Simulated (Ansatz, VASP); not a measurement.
# CuO in VASP and in Ansatz

INCAR

```
SYSTEM = CuO
PREC = Accurate ; ENCUT = 520
EDIFF = 1E-7 ; ISMEAR = -1
SIGMA = 0.05 ; LREAL = .False.
LASPH = .True. ; NELM = 60
ALGO = Normal ; ISIF = 2
LWAVE = .False. ; LCHARG = .False.
GGA = PS ; NBANDS = 25
```

KPOINTS

```
regular mesh
0
Gamma
  8 8 6
  0 0 0
```

File POSCAR:

```
CuO
1.0
    3.1965258844      0.0000000000      0.0000000000
    0.0000000000      3.1965258844      0.0000000000
    0.0000000000      0.0000000000      4.6803243692
Cu O
2 2
Direct
    0.0000000000      0.0000000000      0.0000000000
    0.5000000000      0.5000000000      0.0000000000
    0.5000000000      0.0000000000      0.2670000000
    0.0000000000      0.5000000000      0.7330000000
```

Contents of input.yaml:

```yaml
crystal:
  lattice:
    - [3.1965258844, 0.0, 0.0]
    - [0.0, 3.1965258844, 0.0]
    - [0.0, 0.0, 4.6803243692]
  atoms:
    - { symbol: Cu, position: [0.0, 0.0, 0.0] }
    - { symbol: Cu, position: [0.5, 0.5, 0.0] }
    - { symbol: O, position: [0.5, 0.0, 0.267] }
    - { symbol: O, position: [0.0, 0.5, 0.733] }
hamiltonian:
  xc: pbesol
  pseudopotentials: { kind: paw }
kpoints:
  mp_grid: { grid: [8, 8, 6] }
scf:
  occupations: { method: fermi_dirac, width: 0.05 }
output:
  forces: true
  stress: true
  eigenvalues: true
```

Alike in both runs: task single point; functional PBEsol; k mesh 8 × 8 × 6; occupations fermi-dirac, width 0.05 eV; no spin polarisation.

|  | VASP | Ansatz |
| --- | --- | --- |
| version | VASP 6.6.1 | Ansatz 0.2.0 |
| potentials or method | VASP PAW PBE potentials, release 64 (Cu, O) | Ansatz PAW |
| plane-wave cutoff (eV) | 520 | 420 |
| valence electrons in the cell | 34 | 50 |

```tsv
	VASP	Ansatz	Ansatz less VASP
gap on the k mesh at the Fermi level (eV)	none	none	-
pressure (GPa)	7.3	6.7	-0.60
traceless stress, the component that is largest in VASP (GPa)	-22.09	-21.89	+0.206
rms of the force components (eV/Å)	0.598	0.630	+0.0318
```

VASP's potentials were made for PBE, not for PBEsol. Atom by atom the forces differ by 0.032 eV/Å (rms over components). A gap of «none» marks a metal or a gap that the smearing closes. With one functional, cell and mesh, what is left measures potentials, basis and numerics. VASP's potentials hold 34 valence electrons a cell and Ansatz's 50, so a difference there can come from the potentials and not from the codes.
